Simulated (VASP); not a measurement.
Wanted: the native input for a VASP 6.6.1 run.

```
Task                   : relaxation of cell and atoms
Functional             : PBE
Potentials or basis    : VASP PAW PBE potentials, release 64 (As, Se)
Cutoff                 : 600 eV
k mesh                 : 4 × 4 × 4
Occupations            : gaussian, width 0.1 eV
Spin                   : no spin polarisation
Dipole correction      : no
Further INCAR settings : ALGO = Normal; EDIFF = 1e-07; IBRION = 2; EDIFFG = -0.04; NSW = 90; ISIF = 3
```

The structure of AsSe3 lies in POSCAR:

```
AsSe3
1.0
    0.0000000000      4.1683490600      4.1683490600
    4.1683490600      0.0000000000      4.1683490600
    4.1683490600      4.1683490600      0.0000000000
As Se
1 3
Direct
    0.0000000000      0.0000000000      0.0000000000
    0.2500000000      0.2500000000      0.2500000000
    0.7500000000      0.7500000000      0.7500000000
    0.5000000000      0.5000000000      0.5000000000
```

The cell was built from a structure type or drawn by symmetry, and may not be a known phase.

These files were run (other wordings do the same):

INCAR

```
ALGO = Normal
EDIFF = 1E-7
EDIFFG = -0.04
ENCUT = 600
GGA = PE
IBRION = 2
ISIF = 3
ISMEAR = 0
LASPH = True
LCHARG = False
LREAL = False
LWAVE = False
NELM = 60
NSW = 90
PREC = Accurate
SIGMA = 0.1
```

KPOINTS

```
k-points
0
Gamma
  4 4 4
```

Potentials or basis: VASP PAW PBE potentials, release 64 (As, Se).

Launch:

```sh
$ cat potpaw_PBE.64/As/POTCAR potpaw_PBE.64/Se/POTCAR > POTCAR
$ mpirun -np 1 vasp_std > vasp.out
```

It gave:

The relaxed volume is 20.19 Å³/atom. The relaxed cell is a = 4.852 Å, b = 4.852 Å, c = 4.852 Å, α = 60.00°, β = 60.00°, γ = 60.00°, the space group after relaxing (to 0.1 Å) is Fm-3m (No. 225) and the energy gained by relaxing is 950.6 meV/atom. The ionic steps are 5 and the pressure after relaxing is -0.1 GPa. The band gap on the k mesh is zero (an odd number of electrons rules out a gap without spin polarisation).

Caveat: the volume moved by over 15 % at a fixed basis, so the end points are rough.

Run time: 2.6 min on 1 thread of Intel(R) Xeon(R) Platinum 8259CL CPU @ 2.50GHz (Skylake/Cascade Lake), on a shared host, peak memory 0.34 GiB.
